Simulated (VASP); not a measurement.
Sn:

```
Sn
1.0
     3.41754    0.00000    0.00000
    -1.70877    2.95968    0.00000
     0.00000    0.00000    5.53642
Sn
2
Cartesian
  0.0000 1.9731 1.3841
  1.7088 0.9866 4.1523
```

```yaml
Program: VASP 6.6.1
Task: relaxation of cell and atoms
Functional: PBEsol
Potentials_or_basis: VASP PAW PBE potentials, release 64 (Sn_d)
Cutoff: 600 eV
k_mesh: 13 × 13 × 7
Occupations: fermi-dirac, width 0.1 eV
Spin: no spin polarisation
```

At the start: pressure -3.1 GPa; volume 28.00 Å³/atom.

Task: How do energy, volume and symmetry change on relaxing?

Result: Over 9 steps the energy falls by 18.9 meV/atom and the volume is 26.26 Å³/atom (-6.2 %); space group P6_3/mmc (No. 194, to 0.05 Å).

Step by step:
| step | energy change (eV) | largest force (eV/Å) | pressure (GPa) | volume (Å³) |
| --- | --- | --- | --- | --- |
| 1 | 0.0000 | 0.0000 | -3.07 | 56.00 |
| 2 | -0.0347 | 0.0000 | 0.85 | 51.76 |
| 3 | -0.0365 | 0.0000 | 0.03 | 52.48 |
| 4 | -0.0365 | 0.0000 | -0.04 | 52.55 |
| 5 | -0.0370 | 0.0000 | -0.04 | 52.54 |
| 6 | -0.0377 | 0.0000 | -0.02 | 52.53 |
| 7 | -0.0369 | 0.0000 | 0.03 | 52.49 |
| 8 | -0.0378 | 0.0000 | 0.01 | 52.52 |
| 9 | -0.0378 | 0.0000 | -0.02 | 52.52 |

Final structure:
```xyz
2
Lattice="3.3686 0.0000 0.0000 -1.6843 2.9173 0.0000 0.0000 0.0000 5.3438" Properties=species:S:1:pos:R:3 pbc="T T T"
Sn    0.0000    1.9449    1.3360
Sn    1.6843    0.9724    4.0079
```

Caveat: the PAW data sets were made with another functional, which shifts forces and pressure a little.
